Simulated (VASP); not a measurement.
**Ga: single point with PBEsol**

Ga:

```xyz
1
Lattice="2.5474 0.0000 0.0000 0.0000 2.5474 0.0000 0.0000 0.0000 2.5474" Properties=species:S:1:pos:R:3 pbc="T T T"
Ga    0.0000    0.0000    0.0000
```

This cell differs from its parent crystal: volume scaled by 0.88.

```json
{"Program": "VASP 6.6.1", "Task": "single point", "Functional": "PBEsol", "Potentials or basis": "VASP PAW PBE potentials, release 64 (Ga_d)", "Cutoff": "520 eV", "k mesh": "13 × 13 × 13", "Occupations": "fermi-dirac, width 0.1 eV", "Spin": "no spin polarisation", "Dipole correction": "no", "Further INCAR settings": "ALGO = Normal; EDIFF = 1e-06; NBANDS = 12"}
```

| Property | Result |
| --- | --- |
| Pressure | 9.5 GPa |

Levels at points of the mesh, in eV from the Fermi level:
```tsv
k point	band 4	band 5	band 6	band 7	band 8	band 9
(0.00, 0.00, 0.00)	-14.56	-14.56	-11.96	10.35	10.35	10.35
```

Wall time 4.3 s on 1 thread of Intel(R) Xeon(R) 6975P-C (Granite Rapids), with other jobs on the host, peak memory 0.13 GiB.

Caveat: the PAW data sets were made with another functional, which shifts forces and pressure a little.
